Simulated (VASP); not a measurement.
# CdSe (Fm-3m) in VASP: a series of runs

CdSe is run at these levels: PBEsol, PBE; tasks: single point.

All numbers are computed with VASP 6.6.1; they aren't measurements. Logs are shortened: lines on timing, memory, paths and dates and some standing lists are left out, and cuts for length are marked.

### 1 The cell of the first run

It takes space group Fm-3m (No. 225, cubic). Conventional cell: a = 5.686 Å, b = 5.686 Å, c = 5.686 Å, α = 90.00°, β = 90.00°, γ = 90.00°. Cd (site symmetry m-3m) has 6 Se at 2.84 Å within 3.7 Å. Se (site symmetry m-3m) has 6 Cd at 2.84 Å within 3.7 Å.

### 2 Single point, PBEsol

INCAR reads:

```
SYSTEM = CdSe
PREC = Accurate ; ENCUT = 500
EDIFF = 1E-6 ; ISMEAR = -1
SIGMA = 0.02 ; LREAL = .FALSE.
LASPH = .TRUE. ; NELM = 120
ALGO = Normal ; ISIF = 2
LWAVE = .FALSE. ; LCHARG = .FALSE.
GGA = PS ; NBANDS = 16
GGA_COMPAT = .FALSE.
```

KPOINTS reads:

```
Automatic mesh
0
G
  8 8 8
  0 0 0
```

POSCAR reads:

```
CdSe
1.0
    0.0000000000      2.8429458725      2.8429458725
    2.8429458725      0.0000000000      2.8429458725
    2.8429458725      2.8429458725      0.0000000000
Cd Se
1 1
Direct
    0.0000000000      0.0000000000      0.0000000000
    0.5000000000      0.5000000000      0.5000000000
```

Potentials or basis: VASP PAW PBE potentials, release 64 (Cd, Se).

The run is started by

```console
cat potpaw_PBE.64/Cd/POTCAR potpaw_PBE.64/Se/POTCAR > POTCAR
mpirun -np 1 vasp_std > vasp.out
```

OUTCAR:

```text
SYSTEM = CdSe
   PREC = Accurate
   ENCUT = 500
   EDIFF = 1E-6
   ISMEAR = -1
   LREAL = .FALSE.
   LASPH = .TRUE.
   NELM = 120
   ISIF = 2
   GGA = PS

 ion  position               nearest neighbor table
   1  0.000  0.000  0.000-   2 2.84   2 2.84   2 2.84   2 2.84   2 2.84   2 2.84
   2  0.500  0.500  0.500-   1 2.84   1 2.84   1 2.84   1 2.84   1 2.84   1 2.84

  LATTYP: Found a face centered cubic cell.
 ALAT       =     5.6858917450

  Lattice vectors:

 A1 = (   0.0000000000,   2.8429458725,   2.8429458725)
 A2 = (   2.8429458725,   0.0000000000,   2.8429458725)
 A3 = (   2.8429458725,   2.8429458725,   0.0000000000)

Analysis of symmetry for initial positions (statically):
=====================================================================
 Subroutine PRICEL returns:
 Original cell was already a primitive cell.

 Routine SETGRP: Setting up the symmetry group for a
 face centered cubic supercell.

 Subroutine GETGRP returns: Found 48 space group operations
 (whereof 48 operations were pure point group operations)
 out of a pool of 48 trial point group operations.

The static configuration has the point symmetry O_h .

Analysis of symmetry for dynamics (positions and initial velocities):
=====================================================================
 Subroutine PRICEL returns:
 Original cell was already a primitive cell.

 Routine SETGRP: Setting up the symmetry group for a
 face centered cubic supercell.

 Subroutine GETGRP returns: Found 48 space group operations
 (whereof 48 operations were pure point group operations)
 out of a pool of 48 trial point group operations.

The dynamic configuration has the point symmetry O_h .

 Subroutine INISYM returns: Found 48 space group operations
 (whereof 48 operations are pure point group operations),
 and found     1 'primitive' translations

----------------------------------------------------------------------------------------

                                     Primitive cell

  volume of cell :      45.9553

  direct lattice vectors                    reciprocal lattice vectors
     0.000000000  2.842945873  2.842945873    -0.175873908  0.175873908  0.175873908
     2.842945873  0.000000000  2.842945873     0.175873908 -0.175873908  0.175873908
     2.842945873  2.842945873  0.000000000     0.175873908  0.175873908 -0.175873908

  length of vectors
     4.020532610  4.020532610  4.020532610     0.304622544  0.304622544  0.304622544

  position of ions in fractional coordinates (direct lattice)
     0.000000000  0.000000000  0.000000000
     0.500000000  0.500000000  0.500000000

  ion indices of the primitive-cell ions
   primitive index   ion index
                 1           1
                 2           2

----------------------------------------------------------------------------------------

 KPOINTS: Automatic mesh

Automatic generation of k-mesh.
 Grid dimensions read from file:
 generate k-points for:    8    8    8

 Generating k-lattice:

  Cartesian coordinates                     Fractional coordinates (reciprocal lattice)
    -0.021984238  0.021984238  0.021984238     0.125000000  0.000000000  0.000000000
     0.021984238 -0.021984238  0.021984238     0.000000000  0.125000000  0.000000000
     0.021984238  0.021984238 -0.021984238     0.000000000  0.000000000  0.125000000

  Length of vectors
     0.038077818  0.038077818  0.038077818

  Shift w.r.t. Gamma in fractional coordinates (k-lattice)
     0.000000000  0.000000000  0.000000000

 Subroutine IBZKPT returns following result:
 ===========================================

 Found     29 irreducible k-points:

 Following reciprocal coordinates:
            Coordinates               Weight
  0.000000  0.000000  0.000000      1.000000
  0.125000  0.000000  0.000000      8.000000
  0.250000  0.000000  0.000000      8.000000
  0.375000  0.000000  0.000000      8.000000
  0.500000  0.000000  0.000000      4.000000
  0.125000  0.125000  0.000000      6.000000
[... 16 lines left out ...]
  0.500000  0.250000  0.125000     48.000000
 -0.375000  0.250000  0.125000     24.000000
 [... further k-points ...]
   k-points           NKPTS =     29   k-points in BZ     NKDIM =     29   number of bands    NBANDS=     16
   number of dos      NEDOS =    301   number of ions     NIONS =      2
   total plane-waves  NPLWV =  27000
   dimension x,y,z NGX =    30 NGY =   30 NGZ =   30
   dimension x,y,z NGXF=    60 NGYF=   60 NGZF=   60
   ions per type =               1   1
   NGX,Y,Z   is equivalent  to a cutoff of  12.40, 12.40, 12.40 a.u.
   NGXF,Y,Z  is equivalent  to a cutoff of  24.81, 24.81, 24.81 a.u.
 SYSTEM =  CdSe
   PREC   = accura    normal or accurate (medium, high low for compatibility)
   ISTART =      0    job   : 0-new  1-cont  2-samecut
   ICHARG =      2    charge: 1-file 2-atom 10-const
   ISPIN  =      1    spin polarized calculation?
   LNONCOLLINEAR =      F non collinear calculations
   LSORBIT =      F    spin-orbit coupling
   LASPH  =      T    aspherical Exc in radial PAW
   ENCUT  =  500.0 eV  36.75 Ry    6.06 a.u.   7.33  7.33  7.33*2*pi/ulx,y,z
   NELM   =    120;   NELMIN=  2; NELMDL= -5     # of ELM steps
   EDIFF  = 0.1E-05   stopping-criterion for ELM
   LREAL  =      F    real-space projection
   EDIFFG = 0.1E-04   stopping-criterion for IOM
   NSW    =      0    number of steps for IOM
   IBRION =     -1    ionic relax: 0-MD 1-quasi-New 2-CG
   NFREE  =      0    steps in history (QN), initial steepest desc. (CG)
   ISIF   =      2    stress and relaxation
   ISYM   =      2    0-nonsym 1-usesym 2-fastsym
   POTIM  = 0.5000    time-step for ionic-motion
   TEBEG  =    0.0;   TEEND  =   0.0 temperature during run
   PSTRESS=    0.0 pullay stress
   NELECT =      18.0000    total number of electrons
   NUPDOWN=      -1.0000    fix difference up-down
   EMIN   =  10.00;   EMAX   =-10.00  energy-range for DOS
   EFERMI =   0.00;   METHOD = LEGACY
   ISMEAR =    -1;   SIGMA  =   0.02  broadening in eV -4-tet -1-fermi 0-gaus
   EFERMI_NEDOS =   21; number of points for ismear=-14 and -15
   IALGO  =     38    algorithm
   IMIX   =      4    mixing-type and parameters
     AMIX     =   0.40;   BMIX     =  1.00
     AMIX_MAG =   1.60;   BMIX_MAG =  1.00
  volume/ion in A,a.u.               =      22.98       155.06
  Fermi-wavevector in a.u.,A,eV,Ry     =   1.197808  2.263528 19.520865  1.434743
  Thomas-Fermi vector in A             =   2.333713
   LORBIT       =      0    0 simple, 1 ext, 2 COOP (PROOUT), +10 PAW based schemes
   GGA     = PS    functional components
   LHFCALC =     F    Hartree Fock is set to
   AEXX    =    0.0000 exact exchange contribution
   IVDW    =     0    specifies the selected vdW correction
   LEPSILON=     F    determine dielectric tensor
   LRPA    =     F    only Hartree local field effects (RPA)
 non-spin polarized calculation
  energy-cutoff  :      500.00
  volume of cell :       45.96
 maximum number of plane-waves:      1211
 NGX is ok and might be reduce to    30
   NGX = 15   NGY = 15   NGZ = 15

 number of electron      17.9999999 magnetization

 Free energy of the ion-electron system (eV)
  ---------------------------------------------------
  ext. energy  EPLUGINS =         0.00000000
  ---------------------------------------------------
  free energy    TOTEN  =        -5.98444822 eV

  energy without entropy =       -5.98366255  energy(sigma->0) =       -5.98405539

 E-fermi :   2.4578     XC(G=0): -10.3437

 val. band max:        2.4172240523   @ k =  -0.2500   0.1250   0.0000
 cond. band min:       2.5165669690   @ k =   0.0000   0.0000   0.0000
 fundamental gap:      0.0993429167
 Fermi energy:         2.4577887379

 k-point     1 :       0.0000    0.0000    0.0000
  band No.  band energies     occupation
      1     -10.6891      2.00000
      2      -5.5241      2.00000
      3      -5.5241      2.00000
      4      -5.5054      2.00000
      5      -5.5054      2.00000
      6      -5.5054      2.00000
[... 8 lines left out ...]
     15      12.2564      0.00000
     16      12.2564      0.00000

 k-point     2 :       0.1250    0.0000    0.0000
  band No.  band energies     occupation
      1     -10.5696      2.00000
      2      -5.5599      2.00000
      3      -5.5599      2.00000
      4      -5.5165      2.00000
      5      -5.4850      2.00000
      6      -5.4850      2.00000
[... 8 lines left out ...]
     15      11.8130      0.00000
     16      11.9938      0.00000

 k-point     3 :       0.2500    0.0000    0.0000
  band No.  band energies     occupation
      1     -10.2515      2.00000
      2      -5.6484      2.00000
      3      -5.6484      2.00000
      4      -5.5576      2.00000
      5      -5.4305      2.00000
      6      -5.4305      2.00000
[... 8 lines left out ...]
     15      12.6302      0.00000
     16      12.6302      0.00000

 k-point     4 :       0.3750    0.0000    0.0000
  band No.  band energies     occupation
      1      -9.8756      2.00000
      2      -5.7342      2.00000
      3      -5.7342      2.00000
      4      -5.6372      2.00000
      5      -5.3748      2.00000
      6      -5.3748      2.00000
[... 8 lines left out ...]
     15      14.0854      0.00000
     16      14.0854      0.00000

 k-point     5 :       0.5000    0.0000    0.0000
  band No.  band energies     occupation
      1      -9.6953      2.00000
      2      -5.7689      2.00000
      3      -5.7689      2.00000
      4      -5.6918      2.00000
      5      -5.3514      2.00000
      6      -5.3514      2.00000
[... 8 lines left out ...]
     15      15.3452      0.00000
     16      15.3452      0.00000

 k-point     6 :       0.1250    0.1250    0.0000
  band No.  band energies     occupation
      1     -10.5353      2.00000
      2      -5.6021      2.00000
      3      -5.5230      2.00000
      4      -5.5117      2.00000
      5      -5.4832      2.00000
      6      -5.4832      2.00000
[... 8 lines left out ...]
     15      13.5252      0.00000
     16      13.5252      0.00000

 k-point     7 :       0.2500    0.1250    0.0000
  band No.  band energies     occupation
      1     -10.2992      2.00000
      2      -5.6639      2.00000
      3      -5.5573      2.00000
      4      -5.5433      2.00000
      5      -5.4494      2.00000
      6      -5.4260      2.00000
[... 8 lines left out ...]
     15      13.5222      0.00000
     16      13.7284      0.00000

 k-point     8 :       0.3750    0.1250    0.0000
  band No.  band energies     occupation
      1      -9.9616      2.00000
      2      -5.6977      2.00000
      3      -5.6471      2.00000
      4      -5.5831      2.00000
      5      -5.3983      2.00000
      6      -5.3675      2.00000
[... 8 lines left out ...]
     15      14.0948      0.00000
     16      14.8271      0.00000

 k-point     9 :       0.5000    0.1250    0.0000
  band No.  band energies     occupation
      1      -9.7206      2.00000
      2      -5.7238      2.00000
      3      -5.6769      2.00000
      4      -5.6442      2.00000
      5      -5.3526      2.00000
      6      -5.3457      2.00000
[... 8 lines left out ...]
     15      15.2746      0.00000
     16      15.4757      0.00000
[... 172 lines left out ...]
 k-point    19 :       0.5000    0.3750    0.0000
  band No.  band energies     occupation
      1      -9.8243      2.00000
      2      -5.6084      2.00000
      3      -5.4882      2.00000
      4      -5.3402      2.00000
      5      -5.3092      2.00000
      6      -4.9585      2.00000
[... 8 lines left out ...]
     15      16.6142      0.00000
     16      17.4370      0.00000

 k-point    20 :      -0.3750    0.3750    0.0000
  band No.  band energies     occupation
      1      -9.7400      2.00000
      2      -5.5894      2.00000
      3      -5.5830      2.00000
      4      -5.3999      2.00000
      5      -5.3220      2.00000
      6      -4.9968      2.00000
[... 8 lines left out ...]
     15      14.9212      0.00000
     16      17.4628      0.00000

 k-point    21 :       0.5000    0.5000    0.0000
  band No.  band energies     occupation
      1      -9.8426      2.00000
      2      -5.6259      2.00000
      3      -5.4389      2.00000
      4      -5.2951      2.00000
      5      -5.2951      2.00000
      6      -4.7689      2.00000
[... 8 lines left out ...]
     15      16.9288      0.00000
     16      17.4141      0.00000

 k-point    22 :       0.3750    0.2500    0.1250
  band No.  band energies     occupation
      1     -10.0693      2.00000
      2      -5.6669      2.00000
      3      -5.5918      2.00000
      4      -5.5526      2.00000
      5      -5.4148      2.00000
      6      -5.3661      2.00000
[... 8 lines left out ...]
     15      14.9169      0.00000
     16      15.1557      0.00000

 k-point    23 :       0.5000    0.2500    0.1250
  band No.  band energies     occupation
      1      -9.8188      2.00000
      2      -5.6735      2.00000
      3      -5.6066      2.00000
      4      -5.5507      2.00000
      5      -5.3679      2.00000
      6      -5.3044      2.00000
[... 8 lines left out ...]
     15      15.0916      0.00000
     16      15.7347      0.00000

 k-point    24 :      -0.3750    0.2500    0.1250
  band No.  band energies     occupation
      1      -9.7079      2.00000
      2      -5.7039      2.00000
      3      -5.5749      2.00000
      4      -5.5481      2.00000
      5      -5.3402      2.00000
      6      -5.2772      2.00000
[... 8 lines left out ...]
     15      13.6118      0.00000
     16      16.4331      0.00000

 [... further k-points ...]

------------------------ aborting loop because EDIFF is reached ----------------------------------------

  FORCE on cell =-STRESS in cart. coord.  units (eV):
  Direction    XX          YY          ZZ          XY          YZ          ZX
  --------------------------------------------------------------------------------------
  -------------------------------------------------------------------------------------
  Total       -0.4677579     -0.4677579     -0.4677579      0.0000000      0.0000000     -0.0000000
  in kB      -16.3078210    -16.3078210    -16.3078210      0.0000000      0.0000000     -0.0000000
  external PRESSURE =     -16.3078210 kB  Pullay stress =       0.0000000 kB

 VOLUME and BASIS-vectors are now :
 -----------------------------------------------------------------------------
  energy-cutoff  :      500.00
  volume of cell :       45.96
      direct lattice vectors                 reciprocal lattice vectors
     0.000000000  2.842945873  2.842945873    -0.175873908  0.175873908  0.175873908
     2.842945873  0.000000000  2.842945873     0.175873908 -0.175873908  0.175873908
     2.842945873  2.842945873  0.000000000     0.175873908  0.175873908 -0.175873908

 POSITION                                       TOTAL-FORCE (eV/Angst)
 -----------------------------------------------------------------------------------
      0.00000      0.00000      0.00000         0.000000      0.000000      0.000000
      2.84295      2.84295      2.84295        -0.000000     -0.000000      0.000000
 -----------------------------------------------------------------------------------
    total drift:                               -0.000000      0.000000      0.000000

  FREE ENERGIE OF THE ION-ELECTRON SYSTEM (eV)
  ---------------------------------------------------
  free  energy   TOTEN  =        -5.9844482243 eV

  energy  without entropy=       -5.9836625487  energy(sigma->0) =       -5.98405539
```

Wall time 8.8 s (1 thread of Intel Xeon 6975P-C (Granite Rapids), shared host); peak memory 0.17 GiB.

What came out:

| Item | Value |
| --- | --- |
| Free energy | -5.9844 eV |
| Pressure | -1.6 GPa |
| Band gap on the k mesh | zero (bands 9 and 10 overlap by 0.54 eV) |

Levels at points of the mesh, in eV from the Fermi level:
```
           k point  band 6  band 7  band 8  band 9  band 10  band 11  band 12  band 13
(0.00, 0.00, 0.00)   -7.96   -0.69   -0.69   -0.69     0.06     8.57     8.57     8.57
(0.50, 0.00, 0.00)   -7.81   -5.17   -0.07   -0.07     2.84     5.14     5.14     6.07
(0.50, 0.50, 0.00)   -7.23   -4.37   -2.22   -2.22    -0.58     5.28     9.80    10.41
```

Caveat: semilocal functionals underestimate gaps, so a narrow gap can read as zero; the PAW data sets were made with another functional, which shifts forces and pressure a little.

### 3 Single point, PBE, non-collinear spin, zero start, spin-orbit coupling

INCAR reads:

```
SYSTEM = CdSe
ALGO = Normal ; EDIFF = 1E-6
ENCUT = 500 ; GGA = PE
GGA_COMPAT = .FALSE. ; ISIF = 2
ISMEAR = -1 ; LASPH = .TRUE.
LCHARG = .FALSE. ; LNONCOLLINEAR = .TRUE.
LORBIT = 11 ; LORBMOM = .TRUE.
LREAL = .FALSE. ; LSORBIT = .TRUE.
LWAVE = .FALSE. ; MAGMOM = 0 0 0 0 0 0
NBANDS = 30 ; NELM = 200
PREC = Accurate ; SIGMA = 0.02
```

KPOINTS reads:

```
k-points
0
G
  6 6 6
  0 0 0
```

POSCAR is that of step 2.

Potentials or basis: VASP PAW PBE potentials, release 64 (Cd, Se).

The run is started by

```console
cat potpaw_PBE.64/Cd/POTCAR potpaw_PBE.64/Se/POTCAR > POTCAR
mpirun -np 1 vasp_ncl > vasp.out
```

OUTCAR:

```text
SYSTEM = CdSe
   EDIFF = 1E-6
   ENCUT = 500
   GGA = PE
   ISIF = 2
   ISMEAR = -1
   LASPH = .TRUE.
   LNONCOLLINEAR = .TRUE.
   LORBIT = 11
   LREAL = .FALSE.
   LSORBIT = .TRUE.
   NELM = 200
   PREC = Accurate

 ion  position               nearest neighbor table
   1  0.000  0.000  0.000-   2 2.84   2 2.84   2 2.84   2 2.84   2 2.84   2 2.84
   2  0.500  0.500  0.500-   1 2.84   1 2.84   1 2.84   1 2.84   1 2.84   1 2.84

  LATTYP: Found a face centered cubic cell.
 ALAT       =     5.6858917450

  Lattice vectors:

 A1 = (   0.0000000000,   2.8429458725,   2.8429458725)
 A2 = (   2.8429458725,   0.0000000000,   2.8429458725)
 A3 = (   2.8429458725,   2.8429458725,   0.0000000000)

Analysis of symmetry for initial positions (statically):
[... 811 lines left out ...]
     0.0000000     0.0000000     0.0000000     0.0000000     0.0000000     0.0000000     0.0000000
     0.0000000     0.0000000     0.0000000     0.0000000     0.0000000     0.0000000     0.0000000
     0.0000000     0.0000000     0.0000000     0.0000000     0.0000000     0.0000000     0.0000000
     0.0000000     0.0000000     0.0000000     0.0000000     0.0000000     0.0000000     0.0000000
     0.0000000     0.0000000     0.0000000     0.0000000     0.0000000     0.0000000     0.0000000

 total charge

# of ion       s       p       d       tot
------------------------------------------
    1        0.407   0.244   9.569  10.220
    2        1.461   2.359   0.020   3.840
--------------------------------------------------
tot          1.868   2.603   9.589  14.060

 magnetization (x)

# of ion       s       p       d       tot
------------------------------------------
    1       -0.000   0.000   0.000  -0.000
    2        0.000   0.000   0.000   0.000
--------------------------------------------------
tot         -0.000   0.000   0.000   0.000

 magnetization (y)

# of ion       s       p       d       tot
------------------------------------------
    1       -0.000   0.000   0.000  -0.000
    2        0.000   0.000   0.000   0.000
--------------------------------------------------
tot         -0.000   0.000   0.000  -0.000

 magnetization (z)

# of ion       s       p       d       tot
------------------------------------------
    1       -0.000   0.000   0.000  -0.000
    2        0.000   0.000   0.000   0.000
--------------------------------------------------
tot         -0.000   0.000   0.000  -0.000
```

stdout:

```text
POSCAR found type information on POSCAR CdSe
 POSCAR found :  2 types and       2 ions
 scaLAPACK will be used
 LDA part: xc-table for (Slater+PW92), standard interpolation
 POSCAR, INCAR and KPOINTS ok, starting setup
 FFT: planning ... GRIDC
 FFT: planning ... GRID_SOFT
 FFT: planning ... GRID
 WAVECAR not read
 entering main loop
```

It took 24 s on 1 thread of Intel Xeon 6975P-C (Granite Rapids), shared host; peak memory 0.28 GiB.

Results:

* Free energy: -5.2394 eV
* Pressure: 2.1 GPa
* Net moment: 0.00 μB per cell
* Valence electrons inside the program's atomic spheres: Cd 10.22; Se 3.84

Moments on the atoms (μB; x, y, z):
```
Cd  0.00 0.00 0.00
Se  0.00 0.00 0.00
```
